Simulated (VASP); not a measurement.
# Sr8Ti8O23 (a cell with a defect) in VASP: further runs

Sr8Ti8O23 (a cell with a defect) is run at these levels: PBE; tasks: single point.

All numbers are computed with VASP 6.6.1; they aren't measurements. Logs are shortened: lines on timing, memory, paths and dates and some standing lists are left out, and cuts for length are marked.

**1. The cell of the first run**

The cell holds a defect, 39 atoms: a = 7.873 Å, b = 7.873 Å, c = 7.873 Å, α = 90.00°, β = 90.00°, γ = 90.00°.

**2. Single point, PBE (atoms taken out, then relaxed in part)**

The input, INCAR:

```
SYSTEM = Sr8Ti8O23
  ALGO = Normal
  EDIFF = 1E-6
  ENCUT = 520
  GGA = PE
  ISIF = 2
  ISMEAR = 0
  LASPH = .TRUE.
  LCHARG = .FALSE.
  LREAL = Auto
  LWAVE = .FALSE.
  NBANDS = 182
  NELECT = 312.0
  NELM = 80
  PREC = Accurate
  SIGMA = 0.02
```

The input, KPOINTS:

```
Automatic mesh
0
Gamma
  2 2 2
  0.5 0.5 0.5
```

The input, POSCAR:

```
Sr8Ti8O23
1.0
    0.0000000000      7.8728452585      0.0000000000
    0.0000000000      0.0000000000      7.8728452585
    7.8728452585      0.0000000000      0.0000000000
Sr Ti O
8 8 23
Direct
    0.5000000000     -0.0089917222     -0.0089917222
    0.5000000000      0.5089917222     -0.0089917222
    0.0000000000     -0.0082233133     -0.0082233133
    0.0000000000      0.5082233133     -0.0082233133
    0.5000000000     -0.0089917222      0.5089917222
    0.5000000000      0.5089917222      0.5089917222
    0.0000000000     -0.0082233133      0.5082233133
    0.0000000000      0.5082233133      0.5082233133
    0.2673933618      0.2500000000      0.2500000000
    0.2459899264      0.7500000000      0.2500000000
    0.7326066382      0.2500000000      0.2500000000
    0.7540100736      0.7500000000      0.2500000000
    0.2459899264      0.2500000000      0.7500000000
    0.2501667327      0.7500000000      0.7500000000
    0.7540100736      0.2500000000      0.7500000000
    0.7498332673      0.7500000000      0.7500000000
    0.2318181290      0.4927725885      0.2500000000
    0.0000000000      0.7500000000      0.2500000000
    0.5000000000      0.2500000000      0.2500000000
    0.5000000000      0.7500000000      0.2500000000
    0.0000000000      0.2500000000      0.7500000000
    0.0000000000      0.7500000000      0.7500000000
    0.5000000000      0.2500000000      0.7500000000
    0.5000000000      0.7500000000      0.7500000000
    0.2318181290      0.0072274115      0.2500000000
    0.7681818710      0.4927725885      0.2500000000
    0.7681818710      0.0072274115      0.2500000000
    0.2515704940      0.4994469906      0.7500000000
    0.2515704940      0.0005530094      0.7500000000
    0.7484295060      0.4994469906      0.7500000000
    0.7484295060      0.0005530094      0.7500000000
    0.2318181290      0.2500000000      0.4927725885
    0.2515704940      0.7500000000      0.4994469906
    0.7681818710      0.2500000000      0.4927725885
    0.7484295060      0.7500000000      0.4994469906
    0.2318181290      0.2500000000      0.0072274115
    0.2515704940      0.7500000000      0.0005530094
    0.7681818710      0.2500000000      0.0072274115
    0.7484295060      0.7500000000      0.0005530094
```

Potentials or basis: VASP PAW PBE potentials, release 64 (Sr_sv, Ti_sv, O).

On the command line:

```bash
$ cat potpaw_PBE.64/Sr_sv/POTCAR potpaw_PBE.64/Ti_sv/POTCAR potpaw_PBE.64/O/POTCAR > POTCAR
$ mpirun -np 1 vasp_std > vasp.out
```

OUTCAR:

```text
SYSTEM = Sr8Ti8O23
   EDIFF = 1E-6
   ENCUT = 520
   GGA = PE
   ISIF = 2
   ISMEAR = 0
   LASPH = .TRUE.
   LREAL = Auto
   NELECT = 312.0
   NELM = 80
   PREC = Accurate

 ion  position               nearest neighbor table
   1  0.500  0.991  0.991-  24 2.68  29 2.73  31 2.73  37 2.73  39 2.73  23 2.79  20 2.79  19 2.88
                            36 2.94  25 2.94  38 2.94  27 2.94  14 3.33  16 3.33   9 3.42  11 3.42
   2  0.500  0.509  0.991-  24 2.68  28 2.73  30 2.73  37 2.73  39 2.73  23 2.79  20 2.79  19 2.88
                            36 2.94  17 2.94  38 2.94  26 2.94  14 3.33  16 3.33   9 3.42  11 3.42
   3  0.000  0.992  0.992-  22 2.69  25 2.73  27 2.73  36 2.73  38 2.73  29 2.75  37 2.75  31 2.75
                            39 2.75  21 2.78  18 2.78  16 3.34  14 3.34  12 3.39  13 3.39  10 3.39
   4  0.000  0.508  0.992-  22 2.69  17 2.73  26 2.73  36 2.73  38 2.73  28 2.75  37 2.75  30 2.75
                            39 2.75  18 2.78  21 2.78  16 3.34  14 3.34  12 3.39  13 3.39  10 3.39
   5  0.500  0.991  0.509-  24 2.68  29 2.73  31 2.73  33 2.73  35 2.73  23 2.79  20 2.79  19 2.88
                            32 2.94  25 2.94  34 2.94  27 2.94  14 3.33  16 3.33   9 3.42  11 3.42
   6  0.500  0.509  0.509-  24 2.68  28 2.73  30 2.73  33 2.73  35 2.73  23 2.79  20 2.79  19 2.88
                            32 2.94  17 2.94  34 2.94  26 2.94  14 3.33  16 3.33   9 3.42  11 3.42
   7  0.000  0.992  0.508-  22 2.69  25 2.73  27 2.73  32 2.73  34 2.73  29 2.75  33 2.75  31 2.75
                            35 2.75  21 2.78  18 2.78  16 3.34  14 3.34  12 3.39  13 3.39  10 3.39
   8  0.000  0.508  0.508-  22 2.69  17 2.73  26 2.73  32 2.73  34 2.73  28 2.75  33 2.75  30 2.75
                            35 2.75  18 2.78  21 2.78  16 3.34  14 3.34  12 3.39  13 3.39  10 3.39
   9  0.267  0.250  0.250-  19 1.83  17 1.93  25 1.93  32 1.93  36 1.93   2 3.42   5 3.42   6 3.42
                             1 3.42   4 3.56   7 3.56   8 3.56   3 3.56
  10  0.246  0.750  0.250-  18 1.94  33 1.96  37 1.96  20 2.00  17 2.03  25 2.03   7 3.39   8 3.39
                             3 3.39   4 3.39   1 3.43   2 3.43   5 3.43   6 3.43
  11  0.733  0.250  0.250-  19 1.83  26 1.93  27 1.93  34 1.93  38 1.93   2 3.42   5 3.42   6 3.42
                             1 3.42   4 3.56   7 3.56   8 3.56   3 3.56
  12  0.754  0.750  0.250-  18 1.94  35 1.96  39 1.96  20 2.00  26 2.03  27 2.03   7 3.39   8 3.39
                             3 3.39   4 3.39   1 3.43   2 3.43   5 3.43   6 3.43
  13  0.246  0.250  0.750-  21 1.94  28 1.96  29 1.96  23 2.00  32 2.03  36 2.03   7 3.39   8 3.39
                             3 3.39   4 3.39   1 3.43   2 3.43   5 3.43   6 3.43
  14  0.250  0.750  0.750-  24 1.97  22 1.97  28 1.97  29 1.97  33 1.97  37 1.97   5 3.33   6 3.33
                             1 3.33   2 3.33   7 3.34   8 3.34   3 3.34   4 3.34
  15  0.754  0.250  0.750-  21 1.94  30 1.96  31 1.96  23 2.00  34 2.03  38 2.03   7 3.39   8 3.39
                             3 3.39   4 3.39   1 3.43   2 3.43   5 3.43   6 3.43
  16  0.750  0.750  0.750-  24 1.97  22 1.97  30 1.97  31 1.97  35 1.97  39 1.97   5 3.33   6 3.33
                             1 3.33   2 3.33   7 3.34   8 3.34   3 3.34   4 3.34
  17  0.232  0.493  0.250-   9 1.93  10 2.03   4 2.73   8 2.73   6 2.94   2 2.94
  18  0.000  0.750  0.250-  10 1.94  12 1.94   7 2.78   8 2.78   3 2.78   4 2.78
  19  0.500  0.250  0.250-   9 1.83  11 1.83   5 2.88   6 2.88   1 2.88   2 2.88
  20  0.500  0.750  0.250-  10 2.00  12 2.00   5 2.79   6 2.79   1 2.79   2 2.79
  21  0.000  0.250  0.750-  13 1.94  15 1.94   7 2.78   8 2.78   3 2.78   4 2.78
  22  0.000  0.750  0.750-  14 1.97  16 1.97   7 2.69   8 2.69   3 2.69   4 2.69
[... 15 lines left out ...]
  38  0.768  0.250  0.007-  11 1.93  15 2.03   3 2.73   4 2.73   1 2.94   2 2.94
  39  0.748  0.750  0.001-  12 1.96  16 1.97   1 2.73   2 2.73   3 2.75   4 2.75

  LATTYP: Found a simple cubic cell.
 ALAT       =     7.8728452585

  Lattice vectors:

[... 45 lines left out ...]
   PSTRESS=    0.0 pullay stress
   NELECT =     312.0000    total number of electrons
   NUPDOWN=      -1.0000    fix difference up-down
   EMIN   =  10.00;   EMAX   =-10.00  energy-range for DOS
   EFERMI =   0.00;   METHOD = LEGACY
   ISMEAR =     0;   SIGMA  =   0.02  broadening in eV -4-tet -1-fermi 0-gaus
   EFERMI_NEDOS =   21; number of points for ismear=-14 and -15
   IALGO  =     38    algorithm
   IMIX   =      4    mixing-type and parameters
     AMIX     =   0.40;   BMIX     =  1.00
     AMIX_MAG =   1.60;   BMIX_MAG =  1.00
  volume/ion in A,a.u.               =      12.51        84.44
  Fermi-wavevector in a.u.,A,eV,Ry     =   1.410353  2.665182 27.063308  1.989097
  Thomas-Fermi vector in A             =   2.532316
   LORBIT       =      0    0 simple, 1 ext, 2 COOP (PROOUT), +10 PAW based schemes
   GGA     = PE    functional components
   LHFCALC =     F    Hartree Fock is set to
   AEXX    =    0.0000 exact exchange contribution
   IVDW    =     0    specifies the selected vdW correction
   LEPSILON=     F    determine dielectric tensor
   LRPA    =     F    only Hartree local field effects (RPA)
 non-spin polarized calculation
 Gauss-broadening in eV      SIGMA  =   0.02
  energy-cutoff  :      520.00
  volume of cell :      487.97
 maximum number of plane-waves:     13154
 NGX is ok and might be reduce to    60
   NGX = 29   NGY = 29   NGZ = 29

 number of electron     311.9999947 magnetization

 Free energy of the ion-electron system (eV)
  ---------------------------------------------------
  ext. energy  EPLUGINS =         0.00000000
  ---------------------------------------------------
  free energy    TOTEN  =      -322.81415888 eV

  energy without entropy =     -322.81415888  energy(sigma->0) =     -322.81415888

 E-fermi :   3.7717     XC(G=0): -10.9654

 val. band max:        3.6638236091   @ k =   0.2500   0.2500   0.2500
 cond. band min:       6.1330432057   @ k =   0.2500   0.2500   0.2500
 fundamental gap:      2.4692195966
 Fermi energy:         3.7716686307

 k-point     1 :       0.2500    0.2500    0.2500
  band No.  band energies     occupation
      1     -52.7973      2.00000
      2     -52.7951      2.00000
      3     -52.7734      2.00000
      4     -52.7734      2.00000
      5     -52.7724      2.00000
      6     -52.7724      2.00000
[... 160 lines left out ...]
    167       7.2550      0.00000
    168       7.2953      0.00000
 [bands above 168 left out]

------------------------ aborting loop because EDIFF is reached ----------------------------------------

  FORCE on cell =-STRESS in cart. coord.  units (eV):
  Direction    XX          YY          ZZ          XY          YZ          ZX
  --------------------------------------------------------------------------------------
  -------------------------------------------------------------------------------------
  Total      -15.8412570    -14.2848115    -15.8412570      0.0000000      0.0000000     -0.0000000
  in kB      -52.0121822    -46.9018475    -52.0121822      0.0000000      0.0000000     -0.0000000
  external PRESSURE =     -50.3087373 kB  Pullay stress =       0.0000000 kB

 VOLUME and BASIS-vectors are now :
 -----------------------------------------------------------------------------
  energy-cutoff  :      520.00
  volume of cell :      487.97
      direct lattice vectors                 reciprocal lattice vectors
     0.000000000  7.872845258  0.000000000     0.000000000  0.127018882  0.000000000
     0.000000000  0.000000000  7.872845258     0.000000000  0.000000000  0.127018882
     7.872845258  0.000000000  0.000000000     0.127018882  0.000000000  0.000000000

 POSITION                                       TOTAL-FORCE (eV/Angst)
 -----------------------------------------------------------------------------------
      7.80205      3.93642      7.80205         0.018760      0.000000      0.018760
      7.80205      3.93642      4.00721         0.018760      0.000000     -0.018760
      7.80810      0.00000      7.80810         0.010289      0.000000      0.010289
      7.80810      0.00000      4.00116         0.010289      0.000000     -0.010289
      4.00721      3.93642      7.80205        -0.018760      0.000000      0.018760
      4.00721      3.93642      4.00721        -0.018760      0.000000     -0.018760
[... 31 lines left out ...]
      0.05690      6.04778      1.96821        -0.030242      0.002836      0.000000
      0.00435      5.89227      5.90463        -0.008294     -0.009636      0.000000
 -----------------------------------------------------------------------------------
    total drift:                                0.000000      0.000000      0.000000

  FREE ENERGIE OF THE ION-ELECTRON SYSTEM (eV)
  ---------------------------------------------------
  free  energy   TOTEN  =      -322.8141588799 eV

  energy  without entropy=     -322.8141588799  energy(sigma->0) =     -322.81415888
```

It took 2.8 min on 1 thread of Intel Xeon Platinum 8375C at 2.90GHz (Ice Lake), shared host; peak memory 0.51 GiB.

Results:

```
Free energy   : -322.8142 eV
Largest force : 0.045 eV/Å
```

Forces on the atoms (eV/Å):
```
Sr   0.019  0.000  0.019
Sr   0.019  0.000 -0.019
Sr   0.010  0.000  0.010
Sr   0.010  0.000 -0.010
Sr  -0.019  0.000  0.019
Sr  -0.019  0.000 -0.019
Sr  -0.010  0.000  0.010
Sr  -0.010  0.000 -0.010
Ti   0.000 -0.035  0.000
Ti   0.000  0.045  0.000
Ti   0.000  0.035  0.000
Ti   0.000 -0.045  0.000
Ti   0.000  0.045  0.000
Ti   0.000  0.019  0.000
Ti   0.000 -0.045  0.000
Ti   0.000 -0.019  0.000
O    0.000 -0.003  0.030
O    0.000  0.000  0.000
O    0.000  0.000  0.000
O    0.000  0.000  0.000
O    0.000  0.000  0.000
O    0.000  0.000  0.000
O    0.000  0.000  0.000
O    0.000  0.000  0.000
O    0.000 -0.003 -0.030
O    0.000  0.003  0.030
O    0.000  0.003 -0.030
O    0.000  0.010  0.008
O    0.000  0.010 -0.008
O    0.000 -0.010  0.008
O    0.000 -0.010 -0.008
O    0.030 -0.003  0.000
O    0.008  0.010  0.000
O    0.030  0.003  0.000
O    0.008 -0.010  0.000
O   -0.030 -0.003  0.000
O   -0.008  0.010  0.000
O   -0.030  0.003  0.000
O   -0.008 -0.010  0.000
```

Caveat: the cell carries a net charge on a neutralising background, which shifts energy and pressure; the cell differs from its parent crystal (atoms taken out, then relaxed in part); the cell is charged against a uniform background, so pressure and absolute levels hang on convention.

(Continued in part 2 of 2.)
